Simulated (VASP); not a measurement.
Runs of VASP 6.6.1 on Hf. The structure is that of space group P6_3/mmc (No. 194), or close to it. The cells are those of the table. 

```tsv
cell	gap on the mesh (eV)	pressure (GPa)
a = 3.280, b = 3.280, c = 5.189 Å, angles 90.0, 90.0, 120.0°, 2 atoms	none	-7.1
a = 3.109, b = 3.109, c = 4.919 Å, angles 90.0, 90.0, 120.0°, 2 atoms	none	(b)
a = 3.153, b = 3.153, c = 4.989 Å, angles 90.0, 90.0, 120.0°, 2 atoms	none	(a)
a = 3.239, b = 3.239, c = 5.124 Å, angles 90.0, 90.0, 120.0°, 2 atoms	none	-3.7
a = 3.197, b = 3.197, c = 5.058 Å, angles 90.0, 90.0, 120.0°, 2 atoms	none	0.3
```

Alike in all rows: task single point; level PBE; potentials or basis VASP PAW PBE potentials, release 64 (Hf_pv); no spin polarisation; k mesh 12 × 12 × 7; cutoff (eV) 500; smearing methfessel-paxton 0.2 eV.

Question: Fill in the values left out.

Answer: (a) 5.1; (b) 10.9.

Caveats: spin-orbit coupling is left out, which moves the levels of the heavy elements.

A k mesh can miss the band edges, and the runs leave out spin-orbit coupling on Hf.

A gap of «none» marks levels without a gap at the run's occupations.
